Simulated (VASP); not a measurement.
Runs of VASP 6.6.1 on Ir. The structure is that of space group I4/mmm (No. 139), or close to it. The cells are those of the table. 

| cell | gap on the mesh (eV) | pressure (GPa) |
| --- | --- | --- |
| a = 2.609, b = 2.609, c = 2.715 Å, angles 58.6, 58.6, 62.7°, 1 atom | none | 46.8 |
| a = 2.774, b = 2.774, c = 2.932 Å, angles 58.1, 58.1, 63.8°, 1 atom | none | -27.3 |
| a = 2.724, b = 2.724, c = 2.498 Å, angles 62.7, 62.7, 54.6°, 1 atom | none | (a) |
| a = 2.666, b = 2.666, c = 2.498 Å, angles 62.1, 62.1, 55.9°, 1 atom | none | 78.9 |
| a = 2.826, b = 2.826, c = 2.932 Å, angles 58.7, 58.7, 62.5°, 1 atom | none | (b) |

Alike in all rows: task single point; level r2SCAN; potentials or basis VASP PAW PBE potentials, release 64 (Ir); no spin polarisation; k mesh 22 × 22 × 22; cutoff (eV) 520; smearing gaussian 0.15 eV.

Problem. Estimate the missing entries.

Solution. (a) 57.0; (b) -36.2.

Caveats: the PAW data sets were made with another functional, which shifts forces and pressure a little; spin-orbit coupling is left out, which moves the levels of the heavy elements.

A k mesh can miss the band edges, and the runs leave out spin-orbit coupling on Ir.

A gap of «none» marks levels without a gap at the run's occupations.
